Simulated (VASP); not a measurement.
# CaO (Fm-3m) in VASP: settings compared, part 2 of 2

VASP 6.6.1. Earlier steps stand in the parts before.

## (5) Single point, PBEsol

The input, INCAR:

```
SYSTEM = CaO
ALGO = Normal
EDIFF = 1E-7
ENCUT = 520
GGA = PS
ISIF = 2
ISMEAR = 0
LASPH = .True.
LCHARG = .False.
LREAL = .False.
LWAVE = .False.
NBANDS = 15
NELM = 80
PREC = Accurate
SIGMA = 0.05
```

The input, KPOINTS:

```
k-points
0
Gamma
  12 12 12
  0 0 0
```

The input, POSCAR:

```
CaO
1.0
    0.0000000000      2.4154225699      2.4154225699
    2.4154225699      0.0000000000      2.4154225699
    2.4154225699      2.4154225699      0.0000000000
Ca O
1 1
Direct
    0.5000000000      0.5000000000      0.5000000000
    0.0000000000      0.0000000000      0.0000000000
```

Potentials or basis: VASP PAW PBE potentials, release 64 (Ca_sv, O).

Command:

```bash
$ cat potpaw_PBE.64/Ca_sv/POTCAR potpaw_PBE.64/O/POTCAR > POTCAR
$ mpirun -np 1 vasp_std > vasp.out
```

OUTCAR:

```text
SYSTEM = CaO
   EDIFF = 1E-7
   ENCUT = 520
   GGA = PS
   ISIF = 2
   ISMEAR = 0
   LASPH = .True.
   LREAL = .False.
   NELM = 80
   PREC = Accurate

 ion  position               nearest neighbor table
   1  0.500  0.500  0.500-   2 2.42   2 2.42   2 2.42   2 2.42   2 2.42   2 2.42
   2  0.000  0.000  0.000-   1 2.42   1 2.42   1 2.42   1 2.42   1 2.42   1 2.42

  LATTYP: Found a face centered cubic cell.
 ALAT       =     4.8308451398

  Lattice vectors:

 A1 = (   0.0000000000,   2.4154225699,   2.4154225699)
 A2 = (   2.4154225699,   0.0000000000,   2.4154225699)
 A3 = (   2.4154225699,   2.4154225699,   0.0000000000)

Analysis of symmetry for initial positions (statically):
=====================================================================
 Subroutine PRICEL returns:
 Original cell was already a primitive cell.

 Routine SETGRP: Setting up the symmetry group for a
 face centered cubic supercell.

 Subroutine GETGRP returns: Found 48 space group operations
 (whereof 48 operations were pure point group operations)
 out of a pool of 48 trial point group operations.

The static configuration has the point symmetry O_h .

Analysis of symmetry for dynamics (positions and initial velocities):
=====================================================================
 Subroutine PRICEL returns:
 Original cell was already a primitive cell.

 Routine SETGRP: Setting up the symmetry group for a
 face centered cubic supercell.

 Subroutine GETGRP returns: Found 48 space group operations
 (whereof 48 operations were pure point group operations)
 out of a pool of 48 trial point group operations.

The dynamic configuration has the point symmetry O_h .

 Subroutine INISYM returns: Found 48 space group operations
 (whereof 48 operations are pure point group operations),
 and found     1 'primitive' translations

----------------------------------------------------------------------------------------

                                     Primitive cell

  volume of cell :      28.1844

[... 118 lines left out ...]
   LRPA    =     F    only Hartree local field effects (RPA)
 non-spin polarized calculation
 Gauss-broadening in eV      SIGMA  =   0.05
  energy-cutoff  :      520.00
  volume of cell :       28.18
 maximum number of plane-waves:       769
 NGX is ok and might be reduce to    28
   NGX = 13   NGY = 13   NGZ = 13

 number of electron      15.9999999 magnetization

 Free energy of the ion-electron system (eV)
  ---------------------------------------------------
  ext. energy  EPLUGINS =         0.00000000
  ---------------------------------------------------
  free energy    TOTEN  =       -13.40116503 eV

  energy without entropy =      -13.40116503  energy(sigma->0) =      -13.40116503

 E-fermi :   2.3690     XC(G=0): -10.6604

 val. band max:        2.1087258477   @ k =   0.0000   0.0000   0.0000
 cond. band min:       5.6497244501   @ k =   0.5000   0.5000   0.0000
 fundamental gap:      3.5409986023
 Fermi energy:         2.3689979739

 k-point     1 :       0.0000    0.0000    0.0000
  band No.  band energies     occupation
      1     -35.3387      2.00000
      2     -16.1906      2.00000
      3     -16.1906      2.00000
      4     -16.1906      2.00000
      5     -13.3058      2.00000
      6       2.1087      2.00000
      7       2.1087      2.00000
      8       2.1087      2.00000
      9       6.5521      0.00000
     10       8.2667      0.00000
     11       8.2667      0.00000
     12       8.2667      0.00000
     13       9.7759      0.00000
     14       9.7759      0.00000
[... 401 lines left out ...]
      2     -17.1400      2.00000
      3     -16.3755      2.00000
      4     -16.2694      2.00000
      5     -12.3007      2.00000
      6      -0.1841      2.00000
      7       0.9796      2.00000
      8       0.9975      2.00000
      9       8.8811      0.00000
     10       9.1903      0.00000
     11      10.4567      0.00000
     12      11.0237      0.00000
     13      12.3797      0.00000
     14      13.2308      0.00000
     15      15.8241      0.00000

 [... further k-points ...]

------------------------ aborting loop because EDIFF is reached ----------------------------------------

  FORCE on cell =-STRESS in cart. coord.  units (eV):
  Direction    XX          YY          ZZ          XY          YZ          ZX
  --------------------------------------------------------------------------------------
  -------------------------------------------------------------------------------------
  Total       -0.6471925     -0.6471925     -0.6471925      0.0000000      0.0000000     -0.0000000
  in kB      -36.7904166    -36.7904166    -36.7904166      0.0000000      0.0000000     -0.0000000
  external PRESSURE =     -36.7904166 kB  Pullay stress =       0.0000000 kB

 VOLUME and BASIS-vectors are now :
 -----------------------------------------------------------------------------
  energy-cutoff  :      520.00
  volume of cell :       28.18
      direct lattice vectors                 reciprocal lattice vectors
     0.000000000  2.415422570  2.415422570    -0.207003117  0.207003117  0.207003117
     2.415422570  0.000000000  2.415422570     0.207003117 -0.207003117  0.207003117
     2.415422570  2.415422570  0.000000000     0.207003117  0.207003117 -0.207003117

 POSITION                                       TOTAL-FORCE (eV/Angst)
 -----------------------------------------------------------------------------------
      2.41542      2.41542      2.41542         0.000000     -0.000000     -0.000000
      0.00000      0.00000      0.00000        -0.000000      0.000000      0.000000
 -----------------------------------------------------------------------------------
    total drift:                                0.000000      0.000000      0.000000

  FREE ENERGIE OF THE ION-ELECTRON SYSTEM (eV)
  ---------------------------------------------------
  free  energy   TOTEN  =       -13.4011650279 eV

  energy  without entropy=      -13.4011650279  energy(sigma->0) =      -13.40116503
```

OSZICAR:

```text
N       E                     dE             d eps       ncg     rms          rms(c)
DAV:   1     0.109881812867E+03    0.10988E+03   -0.79994E+03  2168   0.107E+03
DAV:   2    -0.910726215102E+01   -0.11899E+03   -0.11009E+03  2659   0.280E+02
DAV:   3    -0.147955185140E+02   -0.56883E+01   -0.56502E+01  3322   0.573E+01
DAV:   4    -0.149162424396E+02   -0.12072E+00   -0.12067E+00  2697   0.636E+00
DAV:   5    -0.149172372815E+02   -0.99484E-03   -0.99440E-03  2749   0.530E-01    0.806E+00
DAV:   6    -0.135045920651E+02    0.14126E+01   -0.43815E+00  2413   0.207E+01    0.361E+00
DAV:   7    -0.134176345434E+02    0.86958E-01   -0.37213E-01  2392   0.629E+00    0.178E+00
DAV:   8    -0.134019090287E+02    0.15726E-01   -0.72699E-02  2762   0.292E+00    0.388E-01
DAV:   9    -0.134008045279E+02    0.11045E-02   -0.47559E-03  2251   0.566E-01    0.105E-01
DAV:  10    -0.134012014644E+02   -0.39694E-03   -0.54644E-04  2666   0.270E-01    0.573E-02
DAV:  11    -0.134011662484E+02    0.35216E-04   -0.45927E-05  2980   0.956E-02    0.807E-03
DAV:  12    -0.134011650661E+02    0.11823E-05   -0.86352E-06  2570   0.333E-02    0.464E-03
DAV:  13    -0.134011650279E+02    0.38204E-07   -0.55463E-07  2524   0.873E-03
   1 F= -.13401165E+02 E0= -.13401165E+02  d E =-.835675E-16
```

stdout:

```text
POSCAR found type information on POSCAR CaO
 POSCAR found :  2 types and       2 ions
 scaLAPACK will be used
 -----------------------------------------------------------------------------
|                                                                             |
|                                                                             |
|     You enforced a specific xc type in the INCAR file but a different       |
|     I HOPE YOU KNOW WHAT YOU ARE DOING!                                     |
|                                                                             |
 -----------------------------------------------------------------------------

 LDA part: xc-table for (Slater+PW92), standard interpolation
 POSCAR, INCAR and KPOINTS ok, starting setup
 FFT: planning ... GRIDC
 FFT: planning ... GRID_SOFT
 FFT: planning ... GRID
 WAVECAR not read
 entering main loop
```

It took 19 s on 1 thread of Intel Xeon Platinum 8488C (Sapphire Rapids), shared host; peak memory 0.17 GiB.

What came out:

```yaml
Free_energy: -13.4012 eV
Pressure: -3.7 GPa
Band_gap_on_the_k_mesh: 3.54 eV, indirect (least direct gap 3.92 eV)
```

Caveat: the PAW data sets were made with another functional, which shifts forces and pressure a little.
